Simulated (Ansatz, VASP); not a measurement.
**Two plane-wave programs on C**

The input INCAR:

```
PREC = Accurate
ENCUT = 520
EDIFF = 1E-6
ISMEAR = 0
SIGMA = 0.05
LREAL = False
LASPH = True
NELM = 60
ALGO = Normal
ISIF = 2
LWAVE = False
LCHARG = True
GGA = PE
LELF = True
LVHAR = True
NBANDS = 26
```

KPOINTS

```
regular mesh
0
Gamma
  12 12 4
```

The input POSCAR:

```
C
1.0
    2.5389641516      0.0000000000      0.0000000000
   -1.2694820758      2.1988074546      0.0000000000
    0.0000000000      0.0000000000      8.3736208784
C
8
Direct
   -0.0027514005     -0.0055028011      0.0929732494
   -0.0027514005     -0.0055028011      0.5929732494
   -0.0027514005     -0.0055028011      0.4070267506
   -0.0027514005     -0.0055028011      0.9070267506
    0.3360847339      0.6721694677      0.1555299995
    0.6694180672      0.3388361344      0.6555299995
    0.3360847339      0.6721694677      0.3444700005
    0.6694180672      0.3388361344      0.8444700005
```

Input for Ansatz:

```yaml
crystal:
  lattice:
    - [2.5389641516, 0.0, 0.0]
    - [-1.2694820758, 2.1988074546, 0.0]
    - [0.0, 0.0, 8.3736208784]
  atoms:
    - { symbol: C, position: [-0.0027514005, -0.0055028011, 0.0929732494] }
    - { symbol: C, position: [-0.0027514005, -0.0055028011, 0.5929732494] }
    - { symbol: C, position: [-0.0027514005, -0.0055028011, 0.4070267506] }
    - { symbol: C, position: [-0.0027514005, -0.0055028011, 0.9070267506] }
    - { symbol: C, position: [0.3360847339, 0.6721694677, 0.1555299995] }
    - { symbol: C, position: [0.6694180672, 0.3388361344, 0.6555299995] }
    - { symbol: C, position: [0.3360847339, 0.6721694677, 0.3444700005] }
    - { symbol: C, position: [0.6694180672, 0.3388361344, 0.8444700005] }
basis:
  ecutwfc: 520.0
kpoints:
  mp_grid: { grid: [12, 12, 4] }
hamiltonian:
  xc: pbe
  pseudopotentials: { kind: paw, azcp: { folder: soft_1 } }
scf:
  occupations: { method: gaussian, width: 0.05 }
output:
  forces: true
  stress: true
  eigenvalues: true
  write_density: true
  write_potential: true
  elf: true
  volumetric_format: npy
```

Change from the starting cell: mode 14 frozen in at -0.012 Å, equal normal strain along x, y and z +0.0083.

Alike in both runs: task single point; functional PBE; k mesh 12 × 12 × 4; occupations gaussian, width 0.05 eV; no spin polarisation.

|  | VASP | Ansatz |
| --- | --- | --- |
| version | VASP 6.6.1 | Ansatz 0.2.0 |
| potentials or method | VASP PAW PBE potentials, release 64 (C), cutoff 520 eV | scalar-relativistic, plane waves, PAW |
| valence electrons in the cell | 32 | 32 |

```csv
,VASP,Ansatz,Ansatz less VASP
gap on the k mesh at the Fermi level (eV),4.40,4.41,+0.009
least direct gap on the mesh (eV),5.13,5.13,+0.006
pressure (GPa),-9.5,-10.0,-0.54
"traceless stress, the component that is largest in VASP (GPa)",0.19,0.17,-0.015
rms of the force components (eV/Å),0.415,0.411,-0.0037
```

Atom by atom the forces differ by 0.004 eV/Å (rms over components).
